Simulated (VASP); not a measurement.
# Mo (Im-3m) in VASP: a series of runs

Mo is run at these levels: PBEsol; tasks: single point, relaxation of cell and atoms.

All numbers are computed with VASP 6.6.1; they aren't measurements. Logs are shortened: lines on timing, memory, paths and dates and some standing lists are left out, and cuts for length are marked.

## 1. The cell of the first run

Symmetry: Im-3m, No. 229, cubic system. The conventional cell has a = 3.130 Å, b = 3.130 Å, c = 3.130 Å, α = 90.00°, β = 90.00°, γ = 90.00°. Within 3.6 Å of Mo (site symmetry m-3m) lie 14 Mo at 2.71 to 3.13 Å.

## 2. Single point, PBEsol

File INCAR:

```
  PREC = Accurate
  ENCUT = 520
  EDIFF = 1E-6
  ISMEAR = -1
  SIGMA = 0.15
  LREAL = F
  LASPH = T
  NELM = 60
  ALGO = Fast
  ISIF = 2
  LWAVE = F
  LCHARG = F
  GGA = PS
  NBANDS = 13
```

File KPOINTS:

```
Automatic mesh
0
Gamma
  16 16 16
```

File POSCAR:

```
Mo
1.0
   -1.5649018768      1.5649018768      1.5649018768
    1.5649018768     -1.5649018768      1.5649018768
    1.5649018768      1.5649018768     -1.5649018768
Mo
1
Direct
    0.0000000000      0.0000000000      0.0000000000
```

Potentials or basis: VASP PAW PBE potentials, release 64 (Mo_sv).

Command:

```sh
$ cat potpaw_PBE.64/Mo_sv/POTCAR > POTCAR
$ mpirun -np 1 vasp_std > vasp.out
```

OUTCAR:

```text
PREC = Accurate
   ENCUT = 520
   EDIFF = 1E-6
   ISMEAR = -1
   LREAL = F
   LASPH = T
   NELM = 60
   ISIF = 2
   GGA = PS

 ion  position               nearest neighbor table
   1  0.000  0.000  0.000-

  LATTYP: Found a body centered cubic cell.
 ALAT       =     3.1298037536

  Lattice vectors:

 A1 = (  -1.5649018768,   1.5649018768,   1.5649018768)
 A2 = (   1.5649018768,  -1.5649018768,   1.5649018768)
 A3 = (   1.5649018768,   1.5649018768,  -1.5649018768)

Analysis of symmetry for initial positions (statically):
=====================================================================
 Subroutine PRICEL returns:
 Original cell was already a primitive cell.

 Routine SETGRP: Setting up the symmetry group for a
 body centered cubic supercell.

 Subroutine GETGRP returns: Found 48 space group operations
 (whereof 48 operations were pure point group operations)
 out of a pool of 48 trial point group operations.

The static configuration has the point symmetry O_h .

Analysis of symmetry for dynamics (positions and initial velocities):
=====================================================================
 Subroutine PRICEL returns:
 Original cell was already a primitive cell.

 Routine SETGRP: Setting up the symmetry group for a
 body centered cubic supercell.

 Subroutine GETGRP returns: Found 48 space group operations
 (whereof 48 operations were pure point group operations)
 out of a pool of 48 trial point group operations.

The dynamic configuration has the point symmetry O_h .

 Subroutine INISYM returns: Found 48 space group operations
 (whereof 48 operations are pure point group operations),
 and found     1 'primitive' translations

----------------------------------------------------------------------------------------

                                     Primitive cell

  volume of cell :      15.3293

  direct lattice vectors                    reciprocal lattice vectors
    -1.564901877  1.564901877  1.564901877     0.000000000  0.319508851  0.319508851
     1.564901877 -1.564901877  1.564901877     0.319508851  0.000000000  0.319508851
     1.564901877  1.564901877 -1.564901877     0.319508851  0.319508851  0.000000000

  length of vectors
     2.710489559  2.710489559  2.710489559     0.451853750  0.451853750  0.451853750

  position of ions in fractional coordinates (direct lattice)
     0.000000000  0.000000000  0.000000000

  ion indices of the primitive-cell ions
   primitive index   ion index
                 1           1

----------------------------------------------------------------------------------------

 KPOINTS: Automatic mesh

Automatic generation of k-mesh.
 Grid dimensions read from file:
 generate k-points for:   16   16   16

 Generating k-lattice:

  Cartesian coordinates                     Fractional coordinates (reciprocal lattice)
     0.000000000  0.019969303  0.019969303     0.062500000  0.000000000  0.000000000
     0.019969303  0.000000000  0.019969303     0.000000000  0.062500000  0.000000000
     0.019969303  0.019969303  0.000000000     0.000000000  0.000000000  0.062500000

  Length of vectors
     0.028240859  0.028240859  0.028240859

  Shift w.r.t. Gamma in fractional coordinates (k-lattice)
     0.000000000  0.000000000  0.000000000

 Subroutine IBZKPT returns following result:
 ===========================================

 Found    145 irreducible k-points:

 Following reciprocal coordinates:
            Coordinates               Weight
  0.000000  0.000000  0.000000      1.000000
  0.062500  0.000000  0.000000     12.000000
  0.125000  0.000000  0.000000     12.000000
  0.187500  0.000000  0.000000     12.000000
  0.250000  0.000000  0.000000     12.000000
  0.312500  0.000000  0.000000     12.000000
[... 16 lines left out ...]
  0.187500  0.187500  0.000000     24.000000
  0.250000  0.187500  0.000000     48.000000
 [... further k-points ...]
   k-points           NKPTS =    145   k-points in BZ     NKDIM =    145   number of bands    NBANDS=     13
   number of dos      NEDOS =    301   number of ions     NIONS =      1
   total plane-waves  NPLWV =   8000
   dimension x,y,z NGX =    20 NGY =   20 NGZ =   20
   dimension x,y,z NGXF=    40 NGYF=   40 NGZF=   40
   ions per type =               1
   NGX,Y,Z   is equivalent  to a cutoff of  12.27, 12.27, 12.27 a.u.
   NGXF,Y,Z  is equivalent  to a cutoff of  24.53, 24.53, 24.53 a.u.
 SYSTEM =  unknown system
   PREC   = accura    normal or accurate (medium, high low for compatibility)
   ISTART =      0    job   : 0-new  1-cont  2-samecut
   ICHARG =      2    charge: 1-file 2-atom 10-const
   ISPIN  =      1    spin polarized calculation?
   LNONCOLLINEAR =      F non collinear calculations
   LSORBIT =      F    spin-orbit coupling
   LASPH  =      T    aspherical Exc in radial PAW
   ENCUT  =  520.0 eV  38.22 Ry    6.18 a.u.   5.04  5.04  5.04*2*pi/ulx,y,z
   NELM   =     60;   NELMIN=  2; NELMDL= -5     # of ELM steps
   EDIFF  = 0.1E-05   stopping-criterion for ELM
   LREAL  =      F    real-space projection
   EDIFFG = 0.1E-04   stopping-criterion for IOM
   NSW    =      0    number of steps for IOM
   IBRION =     -1    ionic relax: 0-MD 1-quasi-New 2-CG
   NFREE  =      0    steps in history (QN), initial steepest desc. (CG)
   ISIF   =      2    stress and relaxation
   ISYM   =      2    0-nonsym 1-usesym 2-fastsym
   POTIM  = 0.5000    time-step for ionic-motion
   TEBEG  =    0.0;   TEEND  =   0.0 temperature during run
   PSTRESS=    0.0 pullay stress
   NELECT =      14.0000    total number of electrons
   NUPDOWN=      -1.0000    fix difference up-down
   EMIN   =  10.00;   EMAX   =-10.00  energy-range for DOS
   EFERMI =   0.00;   METHOD = LEGACY
   ISMEAR =    -1;   SIGMA  =   0.15  broadening in eV -4-tet -1-fermi 0-gaus
   EFERMI_NEDOS =   21; number of points for ismear=-14 and -15
   IALGO  =     68    algorithm
   IMIX   =      4    mixing-type and parameters
     AMIX     =   0.40;   BMIX     =  1.00
     AMIX_MAG =   1.60;   BMIX_MAG =  1.00
  volume/ion in A,a.u.               =      15.33       103.45
  Fermi-wavevector in a.u.,A,eV,Ry     =   1.588341  3.001529 34.325145  2.522827
  Thomas-Fermi vector in A             =   2.687359
   LORBIT       =      0    0 simple, 1 ext, 2 COOP (PROOUT), +10 PAW based schemes
   GGA     = PS    functional components
   LHFCALC =     F    Hartree Fock is set to
   AEXX    =    0.0000 exact exchange contribution
   IVDW    =     0    specifies the selected vdW correction
   LEPSILON=     F    determine dielectric tensor
   LRPA    =     F    only Hartree local field effects (RPA)
 non-spin polarized calculation
 RMM-DIIS sequential band-by-band and
  energy-cutoff  :      520.00
  volume of cell :       15.33
 maximum number of plane-waves:       427
   NGX =  9   NGY =  9   NGZ =  9

 number of electron      13.9999998 magnetization

 Free energy of the ion-electron system (eV)
  ---------------------------------------------------
  ext. energy  EPLUGINS =         0.00000000
  ---------------------------------------------------
  free energy    TOTEN  =       -11.80411027 eV

  energy without entropy =      -11.75859823  energy(sigma->0) =      -11.78135425

 E-fermi :  12.7618     XC(G=0): -13.6383

 val. band max:       12.7269477508   @ k =  -0.1875   0.1875   0.1875
 cond. band min:      12.7702437737   @ k =  -0.1875   0.1875   0.0625
 fundamental gap:      0.0432960229
 Fermi energy:        12.7617608324

 k-point     1 :       0.0000    0.0000    0.0000
  band No.  band energies     occupation
      1     -48.4074      2.00000
      2     -21.6482      2.00000
      3     -21.6482      2.00000
      4     -21.6482      2.00000
      5       5.4323      2.00000
      6      11.3810      1.99980
      7      11.3810      1.99980
      8      11.3810      1.99980
      9      14.4687      0.00002
     10      14.4687      0.00002
     11      27.6175      0.00000
     12      27.6175      0.00000
     13      27.6175      0.00000

 k-point     2 :       0.0625    0.0000    0.0000
  band No.  band energies     occupation
      1     -48.3967      2.00000
      2     -21.7096      2.00000
      3     -21.6670      2.00000
      4     -21.6487      2.00000
      5       5.6098      2.00000
      6      11.2796      1.99990
      7      11.3640      1.99982
      8      11.5482      1.99939
      9      14.3181      0.00006
     10      14.4710      0.00002
     11      27.7532      0.00000
     12      27.9173      0.00000
     13      27.9799      0.00000

 k-point     3 :       0.1250    0.0000    0.0000
  band No.  band energies     occupation
      1     -48.3660      2.00000
      2     -21.8824      2.00000
      3     -21.7203      2.00000
      4     -21.6501      2.00000
      5       6.1079      2.00000
      6      11.0038      1.99998
      7      11.2856      1.99989
      8      12.0414      1.98372
      9      14.0172      0.00046
     10      14.4868      0.00002
     11      28.0564      0.00000
     12      28.7848      0.00000
     13      28.8376      0.00000
[... 305 lines left out ...]
 k-point    23 :       0.1875    0.1875    0.0000
  band No.  band energies     occupation
      1     -48.1965      2.00000
      2     -22.6756      2.00000
      3     -22.0104      2.00000
      4     -21.7586      2.00000
      5       8.3708      2.00000
      6      10.0154      2.00000
      7      10.5318      2.00000
      8      13.6547      0.00518
      9      15.1293      0.00000
     10      16.0587      0.00000
     11      27.3210      0.00000
     12      28.5814      0.00000
     13      31.7854      0.00000

 k-point    24 :       0.2500    0.1875    0.0000
  band No.  band energies     occupation
      1     -48.1526      2.00000
      2     -22.8260      2.00000
      3     -22.1359      2.00000
      4     -21.7787      2.00000
      5       8.5042      2.00000
      6       9.7787      2.00000
      7      10.9446      1.99999
      8      13.8911      0.00107
      9      15.2684      0.00000
     10      17.5552      0.00000
     11      26.1751      0.00000
     12      27.7032      0.00000
     13      30.6059      0.00000

 [... further k-points ...]

------------------------ aborting loop because EDIFF is reached ----------------------------------------

  FORCE on cell =-STRESS in cart. coord.  units (eV):
  Direction    XX          YY          ZZ          XY          YZ          ZX
  --------------------------------------------------------------------------------------
  -------------------------------------------------------------------------------------
  Total        0.0519287      0.0519287      0.0519287     -0.0000000      0.0000000      0.0000000
  in kB        5.4274610      5.4274610      5.4274610     -0.0000000      0.0000000      0.0000000
  external PRESSURE =       5.4274610 kB  Pullay stress =       0.0000000 kB

 VOLUME and BASIS-vectors are now :
 -----------------------------------------------------------------------------
  energy-cutoff  :      520.00
  volume of cell :       15.33
      direct lattice vectors                 reciprocal lattice vectors
    -1.564901877  1.564901877  1.564901877     0.000000000  0.319508851  0.319508851
     1.564901877 -1.564901877  1.564901877     0.319508851  0.000000000  0.319508851
     1.564901877  1.564901877 -1.564901877     0.319508851  0.319508851  0.000000000

 POSITION                                       TOTAL-FORCE (eV/Angst)
 -----------------------------------------------------------------------------------
      0.00000      0.00000      0.00000         0.000000      0.000000      0.000000
 -----------------------------------------------------------------------------------
    total drift:                                0.000000     -0.000000      0.000000

  FREE ENERGIE OF THE ION-ELECTRON SYSTEM (eV)
  ---------------------------------------------------
  free  energy   TOTEN  =       -11.8041102656 eV

  energy  without entropy=      -11.7585982288  energy(sigma->0) =      -11.78135425
```

It took 16 s on 1 thread of Intel Xeon Platinum 8375C at 2.90GHz (Ice Lake), shared host; peak memory 0.14 GiB.

What came out:

```yaml
Free_energy: -11.8041 eV
Pressure: 0.5 GPa
Band_gap_on_the_k_mesh: zero (band 7 reaches 16.91 eV, above the bottom of band 8 at 11.38 eV)
```

Caveat: the PAW data sets were made with another functional, which shifts forces and pressure a little.

[end of part 1 of 2]
